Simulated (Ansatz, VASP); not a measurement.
One calculation of TiTe2, two programs

```
CELL_PARAMETERS angstrom
3.69694 0.00000 0.00000
-1.84847 3.20165 0.00000
0.00000 0.00000 6.38972
ATOMIC_POSITIONS crystal
Ti 0.00000 0.00000 0.00000
Te 0.66667 0.33333 0.27116
Te 0.33333 0.66667 0.72884
```

Alike in both runs: functional PBE; dispersion D3(BJ); k mesh 15 × 15 × 8; occupations fermi-dirac, width 0.15 eV; no spin polarisation.

Ansatz relaxed the structure, and its values are those at the end. VASP's run is a single point on that final structure, the one shown.

|  | VASP | Ansatz |
| --- | --- | --- |
| version | VASP 6.6.1 | Ansatz 0.2.0 |
| potentials or method | VASP PAW PBE potentials, release 64 (Ti_sv, Te), cutoff 520 eV | scalar-relativistic, plane waves, PAW |
| valence electrons in the cell | 24 | 44 |

```tsv
	VASP	Ansatz	Ansatz less VASP
gap on the k mesh at the Fermi level (eV)	none	none	-
pressure (GPa)	0.0	0.0	+0.03
rms of the force components (eV/Å)	0.005	0.000	-0.0047
```

A gap of «none» marks a metal or a gap that the smearing closes. VASP's potentials hold 24 valence electrons a cell and Ansatz's 44, so a difference there can come from the potentials and not from the codes.

Spin-orbit coupling is off throughout.
